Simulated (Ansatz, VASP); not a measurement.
**MgS: VASP beside Ansatz**

The input POSCAR:

```
MgS
1.0
    0.0000000000      2.8308768412      2.8591856096
    2.8308768412      0.0000000000      2.8591856096
    2.8308768412      2.8308768412      0.0000000000
Mg S
1 1
Direct
    0.0000000000      0.0000000000      0.0000000000
    0.2500000000      0.2500000000      0.2500000000
```

File INCAR.step1:

```
PREC = Accurate
ENCUT = 520
EDIFF = 1E-5
ISMEAR = 0
SIGMA = 0.01
LREAL = False
LASPH = True
NELM = 80
ALGO = Normal
ISIF = 2
LWAVE = True
LCHARG = False
GGA = PE
NBANDS = 11
```

The input INCAR.step2:

```
PREC = Accurate
ENCUT = 520
EDIFF = 1E-6
ISMEAR = 0
SIGMA = 0.01
LREAL = False
LASPH = True
NELM = 80
ALGO = Normal
ISIF = 2
LWAVE = False
LCHARG = False
GGA = PE
LHFCALC = True
HFSCREEN = 0.2079
PRECFOCK = Normal
ISTART = 1
NBANDS = 11
```

Contents of KPOINTS:

```
Automatic mesh
0
Gamma
  6 6 6
```

Input for Ansatz:

```yaml
crystal:
  lattice:
    - [0.0, 2.8308768412, 2.8591856096]
    - [2.8308768412, 0.0, 2.8591856096]
    - [2.8308768412, 2.8308768412, 0.0]
  atoms:
    - { symbol: Mg, position: [0.0, 0.0, 0.0] }
    - { symbol: S, position: [0.25, 0.25, 0.25] }
kpoints:
  mp_grid: { grid: [6, 6, 6] }
  band_path:
    path:
      - [0.0, 0.0, 0.0]
      - [-0.5, -0.5, 0.0]
      - [-0.375, -0.375, 0.25]
      - [-0.375, 0.0, 0.375]
      - [0.0, 0.0, 0.5]
      - [-0.5, -0.25, 0.25]
    npoints: 1
hamiltonian:
  xc: hse06
scf:
  occupations: { method: fixed }
  n_extra_bands: 4
output:
  forces: true
  stress: true
  eigenvalues: true
```

Change from the starting cell: uniaxial_z strain +1.0%.

Alike in both runs: task single point; functional HSE06; k mesh 6 × 6 × 6; no spin polarisation.

|  | VASP | Ansatz |
| --- | --- | --- |
| version | VASP 6.6.1 | Ansatz 0.2.0 |
| potentials or method | VASP PAW PBE potentials, release 64 (Mg, S) | plane waves, PAW |
| plane-wave cutoff (eV) | 520 | 420 |
| occupations | gaussian, width 0.01 eV | fixed |
| valence electrons in the cell | 8 | 16 |

```csv
,VASP,Ansatz,Ansatz less VASP
gap on the k mesh at the Fermi level (eV),4.45,4.47,+0.017
pressure (GPa),-0.7,-0.5,+0.17
"traceless stress, the component that is largest in VASP (GPa)",-0.16,-0.16,+0.002
```

VASP's potentials hold 8 valence electrons a cell and Ansatz's 16, so a difference there can come from the potentials and not from the codes. Ansatz's warnings: stress exchange threshold loose, stress scf threshold loose.
